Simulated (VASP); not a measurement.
# WC (rocksalt type) (Fm-3m) in VASP: a series of runs

Runs on WC (rocksalt type). Level: PBE. Tasks: single point.

Program: VASP 6.6.1. These are calculated values, not measurements. Logs are shortened: lines on timing, memory, paths and dates and some standing lists are left out, and cuts for length are marked.

## (1) The cell of the first run

It takes space group Fm-3m (No. 225, cubic). The conventional cell has a = 4.380 Å, b = 4.380 Å, c = 4.380 Å, α = 90.00°, β = 90.00°, γ = 90.00°. W (site symmetry m-3m) has 6 C at 2.19 Å within 2.9 Å. Within 2.9 Å of C (site symmetry m-3m) lie 6 W at 2.19 Å.

## (2) Single point, PBE (10.51 Å³/atom)

INCAR reads:

```
  PREC = Accurate
  ENCUT = 520
  EDIFF = 1E-6
  ISMEAR = -1
  SIGMA = 0.08
  LREAL = F
  LASPH = T
  NELM = 100
  ALGO = Normal
  ISIF = 2
  LWAVE = F
  LCHARG = F
  GGA = PE
  NBANDS = 16
```

KPOINTS reads:

```
Automatic mesh
0
Gamma
  15 15 15
```

POSCAR reads:

```
WC
1.0
    0.0000000000      2.1901585499      2.1901585499
    2.1901585499      0.0000000000      2.1901585499
    2.1901585499      2.1901585499      0.0000000000
W C
1 1
Direct
    0.0000000000      0.0000000000      0.0000000000
    0.5000000000      0.5000000000      0.5000000000
```

Potentials or basis: VASP PAW PBE potentials, release 64 (W_sv, C).

Started as:

```
> cat potpaw_PBE.64/W_sv/POTCAR potpaw_PBE.64/C/POTCAR > POTCAR
> mpirun -np 1 vasp_std > vasp.out
```

OUTCAR:

```text
PREC = Accurate
   ENCUT = 520
   EDIFF = 1E-6
   ISMEAR = -1
   LREAL = F
   LASPH = T
   NELM = 100
   ISIF = 2
   GGA = PE

 ion  position               nearest neighbor table
   1  0.000  0.000  0.000-   2 2.19   2 2.19   2 2.19   2 2.19   2 2.19   2 2.19
   2  0.500  0.500  0.500-   1 2.19   1 2.19   1 2.19   1 2.19   1 2.19   1 2.19

  LATTYP: Found a face centered cubic cell.
 ALAT       =     4.3803170998

  Lattice vectors:

 A1 = (   0.0000000000,   2.1901585499,   2.1901585499)
 A2 = (   2.1901585499,   0.0000000000,   2.1901585499)
 A3 = (   2.1901585499,   2.1901585499,   0.0000000000)

Analysis of symmetry for initial positions (statically):
=====================================================================
 Subroutine PRICEL returns:
 Original cell was already a primitive cell.

 Routine SETGRP: Setting up the symmetry group for a
 face centered cubic supercell.

 Subroutine GETGRP returns: Found 48 space group operations
 (whereof 48 operations were pure point group operations)
 out of a pool of 48 trial point group operations.

The static configuration has the point symmetry O_h .

Analysis of symmetry for dynamics (positions and initial velocities):
=====================================================================
 Subroutine PRICEL returns:
 Original cell was already a primitive cell.

 Routine SETGRP: Setting up the symmetry group for a
 face centered cubic supercell.

 Subroutine GETGRP returns: Found 48 space group operations
 (whereof 48 operations were pure point group operations)
 out of a pool of 48 trial point group operations.

The dynamic configuration has the point symmetry O_h .

 Subroutine INISYM returns: Found 48 space group operations
 (whereof 48 operations are pure point group operations),
 and found     1 'primitive' translations

----------------------------------------------------------------------------------------

                                     Primitive cell

  volume of cell :      21.0115

  direct lattice vectors                    reciprocal lattice vectors
     0.000000000  2.190158550  2.190158550    -0.228293974  0.228293974  0.228293974
     2.190158550  0.000000000  2.190158550     0.228293974 -0.228293974  0.228293974
     2.190158550  2.190158550  0.000000000     0.228293974  0.228293974 -0.228293974

  length of vectors
     3.097351925  3.097351925  3.097351925     0.395416763  0.395416763  0.395416763

  position of ions in fractional coordinates (direct lattice)
     0.000000000  0.000000000  0.000000000
     0.500000000  0.500000000  0.500000000

  ion indices of the primitive-cell ions
   primitive index   ion index
                 1           1
                 2           2

----------------------------------------------------------------------------------------

 KPOINTS: Automatic mesh

Automatic generation of k-mesh.
 Grid dimensions read from file:
 generate k-points for:   15   15   15

 Generating k-lattice:

  Cartesian coordinates                     Fractional coordinates (reciprocal lattice)
    -0.015219598  0.015219598  0.015219598     0.066666667  0.000000000  0.000000000
     0.015219598 -0.015219598  0.015219598     0.000000000  0.066666667  0.000000000
     0.015219598  0.015219598 -0.015219598     0.000000000  0.000000000  0.066666667

  Length of vectors
     0.026361118  0.026361118  0.026361118

  Shift w.r.t. Gamma in fractional coordinates (k-lattice)
     0.000000000  0.000000000  0.000000000

 Subroutine IBZKPT returns following result:
 ===========================================

 Found    120 irreducible k-points:

 Following reciprocal coordinates:
            Coordinates               Weight
  0.000000  0.000000  0.000000      1.000000
  0.066667  0.000000  0.000000      8.000000
  0.133333  0.000000  0.000000      8.000000
  0.200000  0.000000  0.000000      8.000000
  0.266667  0.000000  0.000000      8.000000
  0.333333  0.000000  0.000000      8.000000
[... 16 lines left out ...]
  0.133333  0.133333  0.000000      6.000000
  0.200000  0.133333  0.000000     24.000000
 [... further k-points ...]
   k-points           NKPTS =    120   k-points in BZ     NKDIM =    120   number of bands    NBANDS=     16
   number of dos      NEDOS =    301   number of ions     NIONS =      2
   total plane-waves  NPLWV =  13824
   dimension x,y,z NGX =    24 NGY =   24 NGZ =   24
   dimension x,y,z NGXF=    48 NGYF=   48 NGZF=   48
   ions per type =               1   1
   NGX,Y,Z   is equivalent  to a cutoff of  12.88, 12.88, 12.88 a.u.
   NGXF,Y,Z  is equivalent  to a cutoff of  25.76, 25.76, 25.76 a.u.
 SYSTEM =  unknown system
   PREC   = accura    normal or accurate (medium, high low for compatibility)
   ISTART =      0    job   : 0-new  1-cont  2-samecut
   ICHARG =      2    charge: 1-file 2-atom 10-const
   ISPIN  =      1    spin polarized calculation?
   LNONCOLLINEAR =      F non collinear calculations
   LSORBIT =      F    spin-orbit coupling
   LASPH  =      T    aspherical Exc in radial PAW
   ENCUT  =  520.0 eV  38.22 Ry    6.18 a.u.   5.76  5.76  5.76*2*pi/ulx,y,z
   NELM   =    100;   NELMIN=  2; NELMDL= -5     # of ELM steps
   EDIFF  = 0.1E-05   stopping-criterion for ELM
   LREAL  =      F    real-space projection
   EDIFFG = 0.1E-04   stopping-criterion for IOM
   NSW    =      0    number of steps for IOM
   IBRION =     -1    ionic relax: 0-MD 1-quasi-New 2-CG
   NFREE  =      0    steps in history (QN), initial steepest desc. (CG)
   ISIF   =      2    stress and relaxation
   ISYM   =      2    0-nonsym 1-usesym 2-fastsym
   POTIM  = 0.5000    time-step for ionic-motion
   TEBEG  =    0.0;   TEEND  =   0.0 temperature during run
   PSTRESS=    0.0 pullay stress
   NELECT =      18.0000    total number of electrons
   NUPDOWN=      -1.0000    fix difference up-down
   EMIN   =  10.00;   EMAX   =-10.00  energy-range for DOS
   EFERMI =   0.00;   METHOD = LEGACY
   ISMEAR =    -1;   SIGMA  =   0.08  broadening in eV -4-tet -1-fermi 0-gaus
   EFERMI_NEDOS =   21; number of points for ismear=-14 and -15
   IALGO  =     38    algorithm
   IMIX   =      4    mixing-type and parameters
     AMIX     =   0.40;   BMIX     =  1.00
     AMIX_MAG =   1.60;   BMIX_MAG =  1.00
  volume/ion in A,a.u.               =      10.51        70.90
  Fermi-wavevector in a.u.,A,eV,Ry     =   1.554820  2.938184 32.891610  2.417465
  Thomas-Fermi vector in A             =   2.658851
   LORBIT       =      0    0 simple, 1 ext, 2 COOP (PROOUT), +10 PAW based schemes
   GGA     = PE    functional components
   LHFCALC =     F    Hartree Fock is set to
   AEXX    =    0.0000 exact exchange contribution
   IVDW    =     0    specifies the selected vdW correction
   LEPSILON=     F    determine dielectric tensor
   LRPA    =     F    only Hartree local field effects (RPA)
 non-spin polarized calculation
  energy-cutoff  :      520.00
  volume of cell :       21.01
 maximum number of plane-waves:       578
   NGX = 11   NGY = 11   NGZ = 11

 number of electron      18.0000001 magnetization

 Free energy of the ion-electron system (eV)
  ---------------------------------------------------
  ext. energy  EPLUGINS =         0.00000000
  ---------------------------------------------------
  free energy    TOTEN  =       -21.56690160 eV

  energy without entropy =      -21.54654309  energy(sigma->0) =      -21.55672234

 E-fermi :  12.4329     XC(G=0): -13.7345

 val. band max:       12.4270775144   @ k =  -0.4000   0.2667   0.1333
 cond. band min:      12.4353533396   @ k =  -0.2667   0.4000   0.1333
 fundamental gap:      0.0082758252
 Fermi energy:        12.4329182377

 k-point     1 :       0.0000    0.0000    0.0000
  band No.  band energies     occupation
      1     -62.9827      2.00000
      2     -26.9760      2.00000
      3     -26.9760      2.00000
      4     -26.9760      2.00000
      5      -3.3812      2.00000
      6       9.6984      2.00000
[... 8 lines left out ...]
     15      22.1340      0.00000
     16      35.6979      0.00000

 k-point     2 :       0.0667    0.0000    0.0000
  band No.  band energies     occupation
      1     -62.9811      2.00000
      2     -27.0028      2.00000
      3     -26.9789      2.00000
      4     -26.9789      2.00000
      5      -3.2558      2.00000
      6       9.2368      2.00000
[... 8 lines left out ...]
     15      22.4308      0.00000
     16      34.2486      0.00000

 k-point     3 :       0.1333    0.0000    0.0000
  band No.  band energies     occupation
      1     -62.9766      2.00000
      2     -27.0780      2.00000
      3     -26.9870      2.00000
      4     -26.9870      2.00000
      5      -2.8894      2.00000
      6       8.2558      2.00000
[... 8 lines left out ...]
     15      23.2312      0.00000
     16      31.9924      0.00000

 k-point     4 :       0.2000    0.0000    0.0000
  band No.  band energies     occupation
      1     -62.9698      2.00000
      2     -27.1870      2.00000
      3     -26.9989      2.00000
      4     -26.9989      2.00000
      5      -2.3102      2.00000
      6       7.1104      2.00000
[... 8 lines left out ...]
     15      24.2022      0.00000
     16      30.2236      0.00000
[... 324 lines left out ...]
 k-point    22 :      -0.0667    0.0667    0.0000
  band No.  band energies     occupation
      1     -62.9785      2.00000
      2     -27.0395      2.00000
      3     -26.9946      2.00000
      4     -26.9786      2.00000
      5      -3.0515      2.00000
      6       8.8182      2.00000
[... 8 lines left out ...]
     15      22.8981      0.00000
     16      32.6195      0.00000

 k-point    23 :       0.1333    0.1333    0.0000
  band No.  band energies     occupation
      1     -62.9745      2.00000
      2     -27.0706      2.00000
      3     -27.0112      2.00000
      4     -27.0112      2.00000
      5      -2.7506      2.00000
      6       7.5337      2.00000
[... 8 lines left out ...]
     15      23.6265      0.00000
     16      31.9102      0.00000

 k-point    24 :       0.2000    0.1333    0.0000
  band No.  band energies     occupation
      1     -62.9695      2.00000
      2     -27.1413      2.00000
      3     -27.0285      2.00000
      4     -27.0221      2.00000
      5      -2.3573      2.00000
      6       6.7028      2.00000
[... 8 lines left out ...]
     15      24.4640      0.00000
     16      29.9365      0.00000

 [... further k-points ...]

------------------------ aborting loop because EDIFF is reached ----------------------------------------

  FORCE on cell =-STRESS in cart. coord.  units (eV):
  Direction    XX          YY          ZZ          XY          YZ          ZX
  --------------------------------------------------------------------------------------
  -------------------------------------------------------------------------------------
  Total        0.1136678      0.1136678      0.1136678      0.0000000      0.0000000      0.0000000
  in kB        8.6674541      8.6674541      8.6674541      0.0000000      0.0000000      0.0000000
  external PRESSURE =       8.6674541 kB  Pullay stress =       0.0000000 kB

 VOLUME and BASIS-vectors are now :
 -----------------------------------------------------------------------------
  energy-cutoff  :      520.00
  volume of cell :       21.01
      direct lattice vectors                 reciprocal lattice vectors
     0.000000000  2.190158550  2.190158550    -0.228293974  0.228293974  0.228293974
     2.190158550  0.000000000  2.190158550     0.228293974 -0.228293974  0.228293974
     2.190158550  2.190158550  0.000000000     0.228293974  0.228293974 -0.228293974

 POSITION                                       TOTAL-FORCE (eV/Angst)
 -----------------------------------------------------------------------------------
      0.00000      0.00000      0.00000         0.000000      0.000000      0.000000
      2.19016      2.19016      2.19016         0.000000     -0.000000      0.000000
 -----------------------------------------------------------------------------------
    total drift:                                0.000000     -0.000000     -0.000000

  FREE ENERGIE OF THE ION-ELECTRON SYSTEM (eV)
  ---------------------------------------------------
  free  energy   TOTEN  =       -21.5669015951 eV

  energy  without entropy=      -21.5465430870  energy(sigma->0) =      -21.55672234
```

Run time: 18 s. Hardware: 1 thread of Intel Xeon Platinum 8488C (Sapphire Rapids), shared host; peak memory 0.17 GiB.

Results:

- Free energy: -21.5669 eV
- Pressure: 0.9 GPa
- Band gap on the k mesh: zero (bands 9 and 10 overlap by 3.03 eV)

Caveat: spin-orbit coupling is left out, which moves the levels of the heavy elements.

## (3) Single point, PBE

INCAR reads:

```
SYSTEM = WC
PREC     = Accurate       ! precision mode
ENCUT    = 520            ! plane-wave cutoff, eV
EDIFF    = 1E-6           ! SCF threshold, eV
ISMEAR   = -1             ! smearing method
SIGMA    = 0.08           ! smearing width, eV
LREAL    = .False.        ! projectors in reciprocal space
LASPH    = .True.         ! aspherical terms in the spheres
NELM     = 100            ! most SCF steps
ALGO     = Normal         ! electronic algorithm
ISIF     = 2              ! what is computed and relaxed
LWAVE    = .False.        ! write WAVECAR
LCHARG   = .False.        ! write CHGCAR
GGA      = PE             ! functional
NBANDS   = 16             ! bands
```

KPOINTS reads:

```
regular mesh
0
Gamma
  15 15 15
  0 0 0
```

POSCAR is that of step 2.

Potentials or basis: VASP PAW PBE potentials, release 64 (W_sv, C).

Started as:

```
> cat potpaw_PBE.64/W_sv/POTCAR potpaw_PBE.64/C/POTCAR > POTCAR
> mpirun -np 1 vasp_std > vasp.out
```

OUTCAR:

```text
SYSTEM = WC
   PREC = Accurate
   ENCUT = 520
   EDIFF = 1E-6
   ISMEAR = -1
   LREAL = .False.
   LASPH = .True.
   NELM = 100
   ISIF = 2
   GGA = PE

 ion  position               nearest neighbor table
   1  0.000  0.000  0.000-   2 2.19   2 2.19   2 2.19   2 2.19   2 2.19   2 2.19
   2  0.500  0.500  0.500-   1 2.19   1 2.19   1 2.19   1 2.19   1 2.19   1 2.19

  LATTYP: Found a face centered cubic cell.
 ALAT       =     4.3803170998

  Lattice vectors:

[... 640 lines left out ...]
 [... further k-points ...]

------------------------ aborting loop because EDIFF is reached ----------------------------------------

  FORCE on cell =-STRESS in cart. coord.  units (eV):
  Direction    XX          YY          ZZ          XY          YZ          ZX
  --------------------------------------------------------------------------------------
  -------------------------------------------------------------------------------------
  Total        0.1136678      0.1136678      0.1136678      0.0000000      0.0000000      0.0000000
  in kB        8.6674541      8.6674541      8.6674541      0.0000000      0.0000000      0.0000000
  external PRESSURE =       8.6674541 kB  Pullay stress =       0.0000000 kB

 VOLUME and BASIS-vectors are now :
 -----------------------------------------------------------------------------
  energy-cutoff  :      520.00
  volume of cell :       21.01
      direct lattice vectors                 reciprocal lattice vectors
     0.000000000  2.190158550  2.190158550    -0.228293974  0.228293974  0.228293974
     2.190158550  0.000000000  2.190158550     0.228293974 -0.228293974  0.228293974
     2.190158550  2.190158550  0.000000000     0.228293974  0.228293974 -0.228293974

 POSITION                                       TOTAL-FORCE (eV/Angst)
 -----------------------------------------------------------------------------------
      0.00000      0.00000      0.00000         0.000000      0.000000      0.000000
      2.19016      2.19016      2.19016         0.000000     -0.000000      0.000000
 -----------------------------------------------------------------------------------
    total drift:                                0.000000     -0.000000     -0.000000

  FREE ENERGIE OF THE ION-ELECTRON SYSTEM (eV)
  ---------------------------------------------------
  free  energy   TOTEN  =       -21.5669015951 eV

  energy  without entropy=      -21.5465430870  energy(sigma->0) =      -21.55672234
```

Wall time 18 s (1 thread of Intel Xeon Platinum 8488C (Sapphire Rapids), shared host); peak memory 0.17 GiB.

Results:

```
Free energy            : -21.5669 eV
Pressure               : 0.9 GPa
Band gap on the k mesh : zero (bands 9 and 10 overlap by 3.03 eV)
```

Caveat: spin-orbit coupling is left out, which moves the levels of the heavy elements.

## (4) Single point, PBE

INCAR reads:

```
ALGO = Normal ; EDIFF = 1E-6
ENCUT = 520 ; GGA = PE
ISIF = 2 ; ISMEAR = -1
LASPH = T ; LCHARG = F
LREAL = F ; LWAVE = F
NBANDS = 16 ; NELM = 60
PREC = Accurate ; SIGMA = 0.08
```

KPOINTS reads:

```
k-points
0
Gamma
  15 15 15
```

POSCAR reads:

```
WC
1.0
    0.0000000000      2.1903001482      2.1903001482
    2.1903001482      0.0000000000      2.1903001482
    2.1903001482      2.1903001482      0.0000000000
W C
1 1
Direct
    0.0000000000      0.0000000000      0.0000000000
    0.5000000000      0.5000000000      0.5000000000
```

Started as:

```
> cat potpaw_PBE.64/W_sv/POTCAR potpaw_PBE.64/C/POTCAR > POTCAR
> mpirun -np 1 vasp_std > vasp.out
```

It took 16 s on 1 thread of Intel Xeon Platinum 8488C (Sapphire Rapids), shared host; peak memory 0.16 GiB.

It converged, with:

```
Free energy            : -21.5669 eV
Pressure               : 0.8 GPa
Band gap on the k mesh : zero (bands 9 and 10 overlap by 3.03 eV)
```

Levels at points of the mesh, in eV from the Fermi level:
```csv
k point,band 5,band 6,band 7,band 8,band 9,band 10,band 11,band 12,band 13,band 14
"(0.00, 0.00, 0.00)",-15.81,-2.73,-2.73,-2.73,-1.05,-1.05,-1.05,-0.94,-0.94,6.55
```

Caveat: spin-orbit coupling is left out, which moves the levels of the heavy elements.

## (5) Single point, PBE

INCAR reads:

```
ALGO = Normal ; EDIFF = 1E-7
ENCUT = 520 ; GGA = PE
ISIF = 2 ; ISMEAR = -1
LASPH = T ; LCHARG = F
LREAL = F ; LWAVE = F
NBANDS = 16 ; NELM = 100
PREC = Accurate ; SIGMA = 0.08
```

KPOINTS reads:

```
k-points
0
Gamma
  16 16 16
```

POSCAR reads:

```
WC
1.0
    0.0000000000      2.1901585499      2.1901585499
    2.1901585499      0.0000000000      2.1901585499
    2.1901585499      2.1901585499      0.0000000000
W C
1 1
Direct
    0.0000000000      0.0000000000      0.0000000000
    0.5000000000      0.5000000000      0.5000000000
```

Started as:

```
> cat potpaw_PBE.64/W_sv/POTCAR potpaw_PBE.64/C/POTCAR > POTCAR
> mpirun -np 1 vasp_std > vasp.out
```

It took 20 s on 1 thread of Intel Xeon Platinum 8488C (Sapphire Rapids), shared host; peak memory 0.17 GiB.

It converged, with:

```
Free energy            : -21.5646 eV
Pressure               : 0.9 GPa
Band gap on the k mesh : zero (bands 9 and 10 overlap by 3.12 eV)
```

Levels at points of the mesh, in eV from the Fermi level:
```csv
k point,band 6,band 7,band 8,band 9,band 10,band 11,band 12,band 13
"(0.00, 0.00, 0.00)",-2.77,-2.77,-2.77,-1.08,-1.08,-1.08,-0.97,-0.97
"(0.50, 0.00, 0.00)",-9.83,-6.61,-6.61,1.04,1.04,2.33,4.92,8.80
"(0.50, 0.50, 0.00)",-5.80,-5.61,-2.52,-2.52,0.85,2.27,2.27,5.46
```

Caveat: spin-orbit coupling is left out, which moves the levels of the heavy elements.

## (6) The runs side by side

| cell | k mesh | gap on the mesh (eV) | pressure (GPa) |
| --- | --- | --- | --- |
| a = 3.097 Å, angles 60.0°, 2 atoms | 15 × 15 × 15 | none | 0.9 |
| a = 3.098 Å, angles 60.0°, 2 atoms | 15 × 15 × 15 | none | 0.8 |
| a = 3.097 Å, angles 60.0°, 2 atoms | 16 × 16 × 16 | none | 0.9 |

Alike in all rows: task single point; level PBE; potentials or basis VASP PAW PBE potentials, release 64 (W_sv, C); no spin polarisation; cutoff (eV) 520; smearing fermi-dirac 0.08 eV.

Caveats: spin-orbit coupling is left out, which moves the levels of the heavy elements.

Absolute energies hang on the potentials; compare differences alone.
